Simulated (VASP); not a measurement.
# Ta (Fm-3m) in VASP: a series of runs, part 2 of 2

VASP 6.6.1. Earlier steps stand in the parts before.

## (4) Single point, LDA (volume scaled by 0.92)

INCAR reads:

```
PREC = Accurate ; ENCUT = 520
EDIFF = 1E-6 ; ISMEAR = -1
SIGMA = 0.1 ; LREAL = F
LASPH = T ; NELM = 60
ALGO = Normal ; ISIF = 2
LWAVE = F ; LCHARG = T
LELF = T ; LVHAR = T
NBANDS = 12
```

KPOINTS reads:

```
Automatic mesh
0
Gamma
  15 15 15
```

POSCAR reads:

```
Ta
1.0
    0.0000000000      2.0139520866      2.0139520866
    2.0139520866      0.0000000000      2.0139520866
    2.0139520866      2.0139520866      0.0000000000
Ta
1
Direct
    0.0000000000      0.0000000000      0.0000000000
```

Potentials or basis: VASP PAW LDA potentials, release 64 (Ta_pv).

On the command line:

```sh
> cat potpaw_LDA.64/Ta_pv/POTCAR > POTCAR
> mpirun -np 1 vasp_std > vasp.out
```

OUTCAR:

```text
PREC = Accurate
   ENCUT = 520
   EDIFF = 1E-6
   ISMEAR = -1
   LREAL = F
   LASPH = T
   NELM = 60
   ISIF = 2

 ion  position               nearest neighbor table
   1  0.000  0.000  0.000-

  LATTYP: Found a face centered cubic cell.
 ALAT       =     4.0279041732

  Lattice vectors:

 A1 = (   0.0000000000,   2.0139520866,   2.0139520866)
 A2 = (   2.0139520866,   0.0000000000,   2.0139520866)
 A3 = (   2.0139520866,   2.0139520866,   0.0000000000)

Analysis of symmetry for initial positions (statically):
[... 528 lines left out ...]
      4      -0.2027      2.00000
      5       5.4554      1.99999
      6       7.8141      0.00003
      7       8.0055      0.00000
      8       8.8454      0.00000
      9      11.1353      0.00000
     10      20.2310      0.00000
     11      22.8221      0.00000
     12      23.4298      0.00000

 [... further k-points ...]
[... 5 lines left out ...]
  --------------------------------------------------------------------------------------
  -------------------------------------------------------------------------------------
  Total        2.2032842      2.2032842      2.2032842      0.0000000     -0.0000000      0.0000000
  in kB      216.0745965    216.0745965    216.0745965      0.0000000     -0.0000000      0.0000000
  external PRESSURE =     216.0745965 kB  Pullay stress =       0.0000000 kB

 VOLUME and BASIS-vectors are now :
 -----------------------------------------------------------------------------
  energy-cutoff  :      520.00
  volume of cell :       16.34
      direct lattice vectors                 reciprocal lattice vectors
     0.000000000  2.013952087  2.013952087    -0.248268071  0.248268071  0.248268071
     2.013952087  0.000000000  2.013952087     0.248268071 -0.248268071  0.248268071
     2.013952087  2.013952087  0.000000000     0.248268071  0.248268071 -0.248268071

 POSITION                                       TOTAL-FORCE (eV/Angst)
 -----------------------------------------------------------------------------------
      0.00000      0.00000      0.00000         0.000000      0.000000      0.000000
 -----------------------------------------------------------------------------------
    total drift:                               -0.000000     -0.000000     -0.000000

  FREE ENERGIE OF THE ION-ELECTRON SYSTEM (eV)
  ---------------------------------------------------
  free  energy   TOTEN  =       -12.4606162905 eV

  energy  without entropy=      -12.4223808818  energy(sigma->0) =      -12.44149859
```

Run time: 20 s. Hardware: 1 thread of Intel Xeon 8259CL, shared host; peak memory 0.15 GiB.

What came out:

```yaml
Free_energy: -12.4606 eV
Pressure: 21.6 GPa
```

Caveat: spin-orbit coupling is left out, which moves the levels of the heavy elements.

## (5) Single point, LDA (volume scaled by 0.96)

INCAR reads:

```
  PREC = Accurate
  ENCUT = 520
  EDIFF = 1E-7
  ISMEAR = -1
  SIGMA = 0.1
  LREAL = F
  LASPH = T
  NELM = 60
  ALGO = Normal
  ISIF = 2
  LWAVE = F
  LCHARG = F
  GGA = CA
  NBANDS = 12
```

KPOINTS reads:

```
regular mesh
0
Gamma
  15 15 15
```

POSCAR reads:

```
Ta
1.0
    0.0000000000      2.0427267183      2.0427267183
    2.0427267183      0.0000000000      2.0427267183
    2.0427267183      2.0427267183      0.0000000000
Ta
1
Direct
    0.0000000000      0.0000000000      0.0000000000
```

Potentials or basis: VASP PAW LDA potentials, release 64 (Ta_pv).

On the command line:

```sh
> cat potpaw_LDA.64/Ta_pv/POTCAR > POTCAR
> mpirun -np 1 vasp_std > vasp.out
```

OUTCAR:

```text
PREC = Accurate
   ENCUT = 520
   EDIFF = 1E-7
   ISMEAR = -1
   LREAL = F
   LASPH = T
   NELM = 60
   ISIF = 2
   GGA = CA

 ion  position               nearest neighbor table
   1  0.000  0.000  0.000-

  LATTYP: Found a face centered cubic cell.
 ALAT       =     4.0854534366

  Lattice vectors:

 A1 = (   0.0000000000,   2.0427267183,   2.0427267183)
 A2 = (   2.0427267183,   0.0000000000,   2.0427267183)
 A3 = (   2.0427267183,   2.0427267183,   0.0000000000)

Analysis of symmetry for initial positions (statically):
=====================================================================
 Subroutine PRICEL returns:
 Original cell was already a primitive cell.

 Routine SETGRP: Setting up the symmetry group for a
 face centered cubic supercell.

 Subroutine GETGRP returns: Found 48 space group operations
 (whereof 48 operations were pure point group operations)
 out of a pool of 48 trial point group operations.

The static configuration has the point symmetry O_h .

Analysis of symmetry for dynamics (positions and initial velocities):
=====================================================================
 Subroutine PRICEL returns:
 Original cell was already a primitive cell.

 Routine SETGRP: Setting up the symmetry group for a
 face centered cubic supercell.

 Subroutine GETGRP returns: Found 48 space group operations
 (whereof 48 operations were pure point group operations)
 out of a pool of 48 trial point group operations.

The dynamic configuration has the point symmetry O_h .

 Subroutine INISYM returns: Found 48 space group operations
 (whereof 48 operations are pure point group operations),
 and found     1 'primitive' translations

----------------------------------------------------------------------------------------

                                     Primitive cell

  volume of cell :      17.0475

  direct lattice vectors                    reciprocal lattice vectors
     0.000000000  2.042726718  2.042726718    -0.244770872  0.244770872  0.244770872
     2.042726718  0.000000000  2.042726718     0.244770872 -0.244770872  0.244770872
     2.042726718  2.042726718  0.000000000     0.244770872  0.244770872 -0.244770872

  length of vectors
     2.888851829  2.888851829  2.888851829     0.423955586  0.423955586  0.423955586

  position of ions in fractional coordinates (direct lattice)
     0.000000000  0.000000000  0.000000000

  ion indices of the primitive-cell ions
   primitive index   ion index
                 1           1

----------------------------------------------------------------------------------------

 KPOINTS: regular mesh

Automatic generation of k-mesh.
 Grid dimensions read from file:
 generate k-points for:   15   15   15

 Generating k-lattice:

  Cartesian coordinates                     Fractional coordinates (reciprocal lattice)
    -0.016318058  0.016318058  0.016318058     0.066666667  0.000000000  0.000000000
     0.016318058 -0.016318058  0.016318058     0.000000000  0.066666667  0.000000000
     0.016318058  0.016318058 -0.016318058     0.000000000  0.000000000  0.066666667

  Length of vectors
     0.028263706  0.028263706  0.028263706

  Shift w.r.t. Gamma in fractional coordinates (k-lattice)
     0.000000000  0.000000000  0.000000000

 Subroutine IBZKPT returns following result:
 ===========================================

 Found    120 irreducible k-points:

 Following reciprocal coordinates:
            Coordinates               Weight
  0.000000  0.000000  0.000000      1.000000
  0.066667  0.000000  0.000000      8.000000
  0.133333  0.000000  0.000000      8.000000
  0.200000  0.000000  0.000000      8.000000
  0.266667  0.000000  0.000000      8.000000
  0.333333  0.000000  0.000000      8.000000
[... 16 lines left out ...]
  0.133333  0.133333  0.000000      6.000000
  0.200000  0.133333  0.000000     24.000000
 [... further k-points ...]
   k-points           NKPTS =    120   k-points in BZ     NKDIM =    120   number of bands    NBANDS=     12
   number of dos      NEDOS =    301   number of ions     NIONS =      1
   total plane-waves  NPLWV =  13824
   dimension x,y,z NGX =    24 NGY =   24 NGZ =   24
   dimension x,y,z NGXF=    48 NGYF=   48 NGZF=   48
   ions per type =               1
   NGX,Y,Z   is equivalent  to a cutoff of  13.81, 13.81, 13.81 a.u.
   NGXF,Y,Z  is equivalent  to a cutoff of  27.62, 27.62, 27.62 a.u.
 SYSTEM =  unknown system
   PREC   = accura    normal or accurate (medium, high low for compatibility)
   ISTART =      0    job   : 0-new  1-cont  2-samecut
   ICHARG =      2    charge: 1-file 2-atom 10-const
   ISPIN  =      1    spin polarized calculation?
   LNONCOLLINEAR =      F non collinear calculations
   LSORBIT =      F    spin-orbit coupling
   LASPH  =      T    aspherical Exc in radial PAW
   ENCUT  =  520.0 eV  38.22 Ry    6.18 a.u.   5.37  5.37  5.37*2*pi/ulx,y,z
   NELM   =     60;   NELMIN=  2; NELMDL= -5     # of ELM steps
   EDIFF  = 0.1E-06   stopping-criterion for ELM
   LREAL  =      F    real-space projection
   EDIFFG = 0.1E-05   stopping-criterion for IOM
   NSW    =      0    number of steps for IOM
   IBRION =     -1    ionic relax: 0-MD 1-quasi-New 2-CG
   NFREE  =      0    steps in history (QN), initial steepest desc. (CG)
   ISIF   =      2    stress and relaxation
   ISYM   =      2    0-nonsym 1-usesym 2-fastsym
   POTIM  = 0.5000    time-step for ionic-motion
   TEBEG  =    0.0;   TEEND  =   0.0 temperature during run
   PSTRESS=    0.0 pullay stress
   NELECT =      11.0000    total number of electrons
   NUPDOWN=      -1.0000    fix difference up-down
   EMIN   =  10.00;   EMAX   =-10.00  energy-range for DOS
   EFERMI =   0.00;   METHOD = LEGACY
   ISMEAR =    -1;   SIGMA  =   0.10  broadening in eV -4-tet -1-fermi 0-gaus
   EFERMI_NEDOS =   21; number of points for ismear=-14 and -15
   IALGO  =     38    algorithm
   IMIX   =      4    mixing-type and parameters
     AMIX     =   0.40;   BMIX     =  1.00
     AMIX_MAG =   1.60;   BMIX_MAG =  1.00
  volume/ion in A,a.u.               =      17.05       115.04
  Fermi-wavevector in a.u.,A,eV,Ry     =   1.414660  2.673320 27.228841  2.001263
  Thomas-Fermi vector in A             =   2.536179
   LORBIT       =      0    0 simple, 1 ext, 2 COOP (PROOUT), +10 PAW based schemes
   GGA     = CA    functional components
   LHFCALC =     F    Hartree Fock is set to
   AEXX    =    0.0000 exact exchange contribution
   IVDW    =     0    specifies the selected vdW correction
   LEPSILON=     F    determine dielectric tensor
   LRPA    =     F    only Hartree local field effects (RPA)
 non-spin polarized calculation
  energy-cutoff  :      520.00
  volume of cell :       17.05
 maximum number of plane-waves:       477
 NGX is ok and might be reduce to    24
   NGX = 11   NGY = 11   NGZ = 11

 number of electron      10.9999999 magnetization

 Free energy of the ion-electron system (eV)
  ---------------------------------------------------
  ext. energy  EPLUGINS =         0.00000000
  ---------------------------------------------------
  free energy    TOTEN  =       -12.53066636 eV

  energy without entropy =      -12.49088657  energy(sigma->0) =      -12.51077647

 E-fermi :   6.2957     XC(G=0): -13.0796

 val. band max:        6.2954141771   @ k =   0.3333   0.2000   0.0000
 cond. band min:       6.3062856319   @ k =  -0.4000   0.2000   0.0000
 fundamental gap:      0.0108714549
 Fermi energy:         6.2956962708

 k-point     1 :       0.0000    0.0000    0.0000
  band No.  band energies     occupation
      1     -26.8233      2.00000
      2     -26.8233      2.00000
      3     -26.8233      2.00000
      4      -2.1813      2.00000
      5       6.6141      0.07955
      6       6.6141      0.07955
      7       6.6141      0.07955
      8       9.9925      0.00000
      9       9.9925      0.00000
     10      19.0984      0.00000
     11      19.7115      0.00000
     12      24.3695      0.00000

 k-point     2 :       0.0667    0.0000    0.0000
  band No.  band energies     occupation
      1     -26.8910      2.00000
      2     -26.8316      2.00000
      3     -26.8316      2.00000
      4      -1.9788      2.00000
      5       6.4429      0.37338
      6       6.7100      0.03126
      7       6.7100      0.03126
      8       9.8934      0.00000
      9       9.8934      0.00000
     10      19.5189      0.00000
     11      19.7112      0.00000
     12      23.4476      0.00000
[... 316 lines left out ...]
 k-point    24 :       0.2000    0.1333    0.0000
  band No.  band energies     occupation
      1     -27.2473      2.00000
      2     -26.9540      2.00000
      3     -26.9423      2.00000
      4      -0.5108      2.00000
      5       5.1791      1.99997
      6       7.4121      0.00003
      7       7.5873      0.00000
      8       8.3922      0.00000
      9      10.5451      0.00000
     10      19.7101      0.00000
     11      22.1510      0.00000
     12      22.6998      0.00000

 [... further k-points ...]
[... 5 lines left out ...]
  --------------------------------------------------------------------------------------
  -------------------------------------------------------------------------------------
  Total        1.0916755      1.0916755      1.0916755     -0.0000000      0.0000000     -0.0000000
  in kB      102.5990509    102.5990509    102.5990509     -0.0000000      0.0000000     -0.0000000
  external PRESSURE =     102.5990509 kB  Pullay stress =       0.0000000 kB

 VOLUME and BASIS-vectors are now :
 -----------------------------------------------------------------------------
  energy-cutoff  :      520.00
  volume of cell :       17.05
      direct lattice vectors                 reciprocal lattice vectors
     0.000000000  2.042726718  2.042726718    -0.244770872  0.244770872  0.244770872
     2.042726718  0.000000000  2.042726718     0.244770872 -0.244770872  0.244770872
     2.042726718  2.042726718  0.000000000     0.244770872  0.244770872 -0.244770872

 POSITION                                       TOTAL-FORCE (eV/Angst)
 -----------------------------------------------------------------------------------
      0.00000      0.00000      0.00000        -0.000000     -0.000000      0.000000
 -----------------------------------------------------------------------------------
    total drift:                               -0.000000      0.000000      0.000000

  FREE ENERGIE OF THE ION-ELECTRON SYSTEM (eV)
  ---------------------------------------------------
  free  energy   TOTEN  =       -12.5306663606 eV

  energy  without entropy=      -12.4908865736  energy(sigma->0) =      -12.51077647
```

OSZICAR:

```text
N       E                     dE             d eps       ncg     rms          rms(c)
DAV:   1     0.616076041839E+02    0.61608E+02   -0.60129E+03  2888   0.881E+02
DAV:   2    -0.119899679667E+02   -0.73598E+02   -0.71535E+02  3228   0.249E+02
DAV:   3    -0.130021127157E+02   -0.10121E+01   -0.10003E+01  3480   0.274E+01
DAV:   4    -0.130046135612E+02   -0.25008E-02   -0.25006E-02  3140   0.150E+00
DAV:   5    -0.130046208655E+02   -0.73043E-05   -0.73042E-05  3336   0.776E-02    0.144E+01
DAV:   6    -0.126493169959E+02    0.35530E+00   -0.28148E-01  3280   0.537E+00    0.703E+00
DAV:   7    -0.125329284243E+02    0.11639E+00   -0.23174E-01  3328   0.462E+00    0.316E-01
DAV:   8    -0.125306747982E+02    0.22536E-02   -0.34201E-03  3028   0.622E-01    0.700E-02
DAV:   9    -0.125306658767E+02    0.89214E-05   -0.25282E-05  3384   0.517E-02    0.263E-02
DAV:  10    -0.125306663706E+02   -0.49382E-06   -0.19864E-06  3152   0.149E-02    0.178E-03
DAV:  11    -0.125306663606E+02    0.99988E-08   -0.46624E-08  1912   0.251E-03
   1 F= -.12530666E+02 E0= -.12510776E+02  d E =-.397798E-01
```

stdout:

```text
POSCAR found type information on POSCAR Ta
 POSCAR found :  1 types and       1 ions
 scaLAPACK will be used
 LDA part: xc-table for (Slater(with rela. corr.)+CA(PZ))
 , standard interpolation
 POSCAR, INCAR and KPOINTS ok, starting setup
 FFT: planning ... GRIDC
 FFT: planning ... GRID_SOFT
 FFT: planning ... GRID
 WAVECAR not read
 entering main loop
```

Wall time 21 s (1 thread of Intel Xeon 8259CL, shared host); peak memory 0.14 GiB.

Results:

- Free energy: -12.5307 eV
- Pressure: 10.3 GPa

Caveat: spin-orbit coupling is left out, which moves the levels of the heavy elements.

## (6) Single point, LDA

INCAR reads:

```
PREC = Accurate
ENCUT = 520
EDIFF = 1E-6
ISMEAR = -1
SIGMA = 0.1
LREAL = F
LASPH = T
NELM = 80
ALGO = Normal
ISIF = 2
LWAVE = F
LCHARG = F
GGA = CA
NBANDS = 12
```

KPOINTS reads:

```
Automatic mesh
0
Gamma
  15 15 15
```

POSCAR reads:

```
Ta
1.0
    0.0000000000      2.0707127538      2.0707127538
    2.0707127538      0.0000000000      2.0707127538
    2.0707127538      2.0707127538      0.0000000000
Ta
1
Direct
    0.0000000000      0.0000000000      0.0000000000
```

Potentials or basis: VASP PAW LDA potentials, release 64 (Ta_pv).

On the command line:

```sh
> cat potpaw_LDA.64/Ta_pv/POTCAR > POTCAR
> mpirun -np 1 vasp_std > vasp.out
```

It took 26 s on 1 thread of Intel Xeon 8259CL, shared host; peak memory 0.15 GiB.

The run converged. Its results:

| Quantity | Value |
| --- | --- |
| Free energy | -12.5549 eV |
| Pressure | 0.9 GPa |

Levels at points of the mesh, in eV from the Fermi level:
```tsv
k point	band 1	band 2	band 3	band 4	band 5	band 6	band 7	band 8	band 9	band 10
(0.00, 0.00, 0.00)	-33.26	-33.26	-33.26	-8.30	0.35	0.35	0.35	3.55	3.55	12.70
```

Caveat: spin-orbit coupling is left out, which moves the levels of the heavy elements.

## (7) The runs side by side

| cell | k mesh | gap on the mesh (eV) | pressure (GPa) |
| --- | --- | --- | --- |
| a = 2.928 Å, angles 60.0°, 1 atom | 13 × 13 × 13 | none | 0.8 |
| a = 2.806 Å, angles 60.0°, 1 atom | 15 × 15 × 15 | none | 35.3 |
| a = 2.848 Å, angles 60.0°, 1 atom | 15 × 15 × 15 | none | 21.6 |
| a = 2.889 Å, angles 60.0°, 1 atom | 15 × 15 × 15 | none | 10.3 |
| a = 2.928 Å, angles 60.0°, 1 atom | 15 × 15 × 15 | none | 0.9 |

Alike in all rows: task single point; level LDA; potentials or basis VASP PAW LDA potentials, release 64 (Ta_pv); no spin polarisation; cutoff (eV) 520; smearing fermi-dirac 0.1 eV.

Caveats: spin-orbit coupling is left out, which moves the levels of the heavy elements.

Absolute energies hang on the potentials; compare differences alone.
